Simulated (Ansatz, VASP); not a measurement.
PbF2 in VASP and in Ansatz

Contents of INCAR:

```
SYSTEM = PbF2
ALGO = Normal
EDIFF = 1E-6
ENCUT = 600
GGA = PE
GGA_COMPAT = .False.
ISIF = 2
ISMEAR = 1
LASPH = .True.
LCHARG = .False.
LREAL = .False.
LWAVE = .False.
NBANDS = 21
NELM = 120
PREC = Accurate
SIGMA = 0.5
```

KPOINTS

```
k-points
0
Gamma
  6 6 6
  0 0 0
```

POSCAR

```
PbF2
1.0
    0.0000000000      2.9604388884      2.9604388884
    2.9604388884      0.0000000000      2.9604388884
    2.9604388884      2.9604388884      0.0000000000
Pb F
1 2
Direct
    0.0000000000      0.0000000000      0.0000000000
    0.2500000000      0.2500000000      0.2500000000
    0.7500000000      0.7500000000      0.7500000000
```

Input for Ansatz:

```yaml
crystal:
  lattice:
    - [0.0, 2.9604388884, 2.9604388884]
    - [2.9604388884, 0.0, 2.9604388884]
    - [2.9604388884, 2.9604388884, 0.0]
  atoms:
    - { symbol: Pb, position: [0.0, 0.0, 0.0] }
    - { symbol: F, position: [0.25, 0.25, 0.25] }
    - { symbol: F, position: [0.75, 0.75, 0.75] }
kpoints:
  mp_grid: { grid: [6, 6, 6] }
hamiltonian:
  xc: pbe
scf:
  occupations: { method: cold, width: 0.5 }
  n_extra_bands: 4
output:
  forces: true
  stress: true
  eigenvalues: true
```

Alike in both runs: task single point; functional PBE; k mesh 6 × 6 × 6; no spin polarisation.

```csv
,VASP,Ansatz
version,VASP 6.6.1,Ansatz 0.2.0
potentials or method,"VASP PAW PBE potentials, release 64 (Pb_d, F)",plane waves
plane-wave cutoff (eV),600,420
occupations,"methfessel-paxton of order 1, width 0.5 eV","cold, width 0.5 eV"
valence electrons in the cell,28,28
```

Ansatz gave:

```
gap on the k mesh at the Fermi level (eV) : 4.44
pressure (GPa)                            : 2.9
```

**Question.** Estimate VASP's values.

**Answer.** gap on the k mesh at the Fermi level (eV): 4.44; pressure (GPa): 2.6.

Spin-orbit coupling is off throughout.
